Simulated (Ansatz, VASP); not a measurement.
Ni in VASP and in Ansatz

The input INCAR:

```
ALGO = Normal ; EDIFF = 1E-6
ENCUT = 600 ; GGA = PE
GGA_COMPAT = False ; ISIF = 2
ISMEAR = -5 ; ISPIN = 2
LASPH = True ; LCHARG = True
LELF = True ; LMAXMIX = 4
LORBIT = 11 ; LREAL = False
LVHAR = True ; LWAVE = False
MAGMOM = 2 ; NBANDS = 15
NELM = 200 ; PREC = Accurate
SIGMA = 0.1
```

The input KPOINTS:

```
k-points
0
Gamma
  14 14 14
```

POSCAR

```
Ni
1.0
    0.0000000000      1.7659500000      1.7659500000
    1.7659500000      0.0000000000      1.7659500000
    1.7659500000      1.7659500000      0.0000000000
Ni
1
Direct
    0.0000000000      0.0000000000      0.0000000000
```

Input for Ansatz:

```yaml
crystal:
  lattice:
    - [0.0, 1.76595, 1.76595]
    - [1.76595, 0.0, 1.76595]
    - [1.76595, 1.76595, 0.0]
  atoms:
    - { symbol: Ni, position: [0.0, 0.0, 0.0], spin: 2.0 }
magnetization:
  spin_polarized: true
hamiltonian:
  xc: pbe
  pseudopotentials: { kind: paw }
basis:
  ecutwfc: 420
kpoints:
  mp_grid: { grid: [14, 14, 14] }
scf:
  occupations: { method: tetrahedron }
  lower_state_search: "off"
  max_iter: 80
output:
  forces: true
  stress: true
```

Alike in both runs: task single point; functional PBE; k mesh 14 × 14 × 14; occupations tetrahedron; collinear spin.

|  | VASP | Ansatz |
| --- | --- | --- |
| version | VASP 6.6.1 | Ansatz 0.2.0 |
| potentials or method | VASP PAW PBE potentials, release 64 (Ni), cutoff 600 eV | PAW, plane waves, scalar-relativistic |
| valence electrons in the cell | 10 | 18 |

|  | VASP | Ansatz | Ansatz less VASP |
| --- | --- | --- | --- |
| pressure (GPa) | -2.4 | -2.3 | +0.11 |
| net moment per atom (μB) | 0.61 | 0.63 | +0.013 |
| size of the moment on the site where the two differ most (μB) | 0.63 | 0.67 | +0.040 |

Site moments also hang on the region over which each program counts them. VASP's potentials hold 10 valence electrons a cell and Ansatz's 18, so a difference there can come from the potentials and not from the codes. Ansatz's warnings: band table not solved further, stability check not made, tetrahedron derivatives may miss energy slope.
